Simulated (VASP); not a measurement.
Runs of VASP 6.6.1 on SiSn5. The structure is that of space group P6/mmm (No. 191), or close to it. The cells are those of the table. The cell was built from a structure type or drawn by symmetry, and may not be a known phase.

```tsv
task	cell	k mesh	cutoff (eV)	gap on the mesh (eV)	pressure (GPa)	relaxed volume (Å³/atom)
relaxation of cell and atoms	relaxed from a = 6.245, b = 6.245, c = 4.865 Å, angles 90.0, 90.0, 120.0°, 6 atoms	3 × 3 × 4	600	none	0.1	(a)
relaxation of cell and atoms	relaxed from a = 6.117, b = 6.117, c = 5.460 Å, angles 90.0, 90.0, 120.0°, 6 atoms	6 × 6 × 8	600	none	0.0	29.51
single point	a = 6.117, b = 6.117, c = 5.460 Å, angles 90.0, 90.0, 120.0°, 6 atoms	3 × 3 × 4	520	none	0.0	-
single point	a = 5.962, b = 5.962, c = 5.753 Å, angles 90.0, 90.0, 120.0°, 6 atoms	6 × 6 × 8	520	none	0.0	-
single point	a = 6.245, b = 6.245, c = 4.865 Å, angles 90.0, 90.0, 120.0°, 6 atoms	3 × 3 × 4	520	none	5.4	-
```

Alike in all rows: level PBE; potentials or basis VASP PAW PBE potentials, release 64 (Si, Sn_d); no spin polarisation; smearing gaussian 0.1 eV.

Q: Estimate the missing entries.

A: (a) 29.44.

Caveats: some runs use coarse meshes; spin-orbit coupling is left out, which moves the levels of the heavy elements.

A k mesh can miss the band edges, and the runs leave out spin-orbit coupling on Sn.

A gap of «none» marks levels without a gap at the run's occupations.
